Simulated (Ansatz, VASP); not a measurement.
## One calculation of BaTiO3, two programs

File POSCAR:

```
BaTiO3
1.0
    2.8368974874      1.6378835280      2.3209936158
   -2.8368974874      1.6378835280      2.3209936158
    0.0000000000     -3.2757670560      2.3209936158
Ba Ti O
1 1 3
Direct
    0.9999656897      0.9999656897      0.9999656897
    0.5077048750      0.5077048750      0.5077048750
    0.5533083409      0.5533083409      0.8644127536
    0.4922539385      0.9865215584      0.4922539385
    0.9865215584      0.4922539385      0.4922539385
```

File INCAR.step1:

```
PREC = Accurate
ENCUT = 520
ISMEAR = 0
SIGMA = 0.05
LREAL = F
LASPH = T
NELM = 150
LMAXMIX = 4
LDAU = T
LDAUTYPE = 2
LDAUL = -1 2 -1
LDAUU = 0 4 0
LDAUJ = 0 0 0
NBANDS = 28
GGA = PE
ALGO = Normal
EDIFF = 1E-4
LWAVE = T
LCHARG = F
```

Contents of INCAR.step2:

```
PREC = Accurate
ENCUT = 520
EDIFF = 1E-6
ISMEAR = 0
SIGMA = 0.05
LREAL = F
LASPH = T
NELM = 150
ALGO = Normal
ISIF = 2
LWAVE = F
LCHARG = F
LMAXMIX = 4
LDAU = T
LDAUTYPE = 2
LDAUL = -1 2 -1
LDAUU = 0 4 0
LDAUJ = 0 0 0
LDAUPRINT = 1
METAGGA = R2SCAN
LMIXTAU = T
NBANDS = 28
ISTART = 1
```

The input KPOINTS:

```
regular mesh
0
Gamma
  6 6 6
```

Input for Ansatz:

```yaml
crystal:
  lattice:
    - [2.8368974874, 1.637883528, 2.3209936158]
    - [-2.8368974874, 1.637883528, 2.3209936158]
    - [0.0, -3.275767056, 2.3209936158]
  atoms:
    - { symbol: Ba, position: [0.9999656897, 0.9999656897, 0.9999656897] }
    - { symbol: Ti, position: [0.507704875, 0.507704875, 0.507704875] }
    - { symbol: O, position: [0.5533083409, 0.5533083409, 0.8644127536] }
    - { symbol: O, position: [0.4922539385, 0.9865215584, 0.4922539385] }
    - { symbol: O, position: [0.9865215584, 0.4922539385, 0.4922539385] }
basis:
  ecutwfc: 500
kpoints:
  mp_grid: { grid: [6, 6, 6] }
hamiltonian:
  xc: r2scan
  hubbard: { sites: [{ species: Ti, l: d, u_eff: 4.0 }] }
scf:
  occupations: { method: gaussian, width: 0.05 }
output:
  forces: true
  stress: true
  eigenvalues: true
  write_density: true
  write_potential: true
  elf: true
  volumetric_format: npy
```

Alike in both runs: task single point; functional r2SCAN; k mesh 6 × 6 × 6; occupations gaussian, width 0.05 eV; no spin polarisation; Hubbard terms Ti d U = 4.0 eV.

|  | VASP | Ansatz |
| --- | --- | --- |
| version | VASP 6.6.1 | Ansatz 0.2.0 |
| potentials or method | VASP PAW PBE potentials, release 64 (Ba_sv, Ti_sv, O), cutoff 520 eV | scalar-relativistic, plane waves, PAW |
| valence electrons in the cell | 40 | 40 |

VASP gave:

| Item | Value |
| --- | --- |
| gap on the k mesh at the Fermi level (eV) | 3.55 |
| least direct gap on the mesh (eV) | 4.08 |
| rms of the force components (eV/Å) | 7.041 |

Task: Which values does Ansatz return?

Result: gap on the k mesh at the Fermi level (eV): 3.63; least direct gap on the mesh (eV): 4.16; rms of the force components (eV/Å): 5.859.

VASP's potentials were made for PBE, not for r2SCAN. The programs project onto different local orbitals, so the same U acts differently, and such runs can settle in different states. Atom by atom the forces differ by 1.204 eV/Å (rms over components).

Spin-orbit coupling is off throughout.
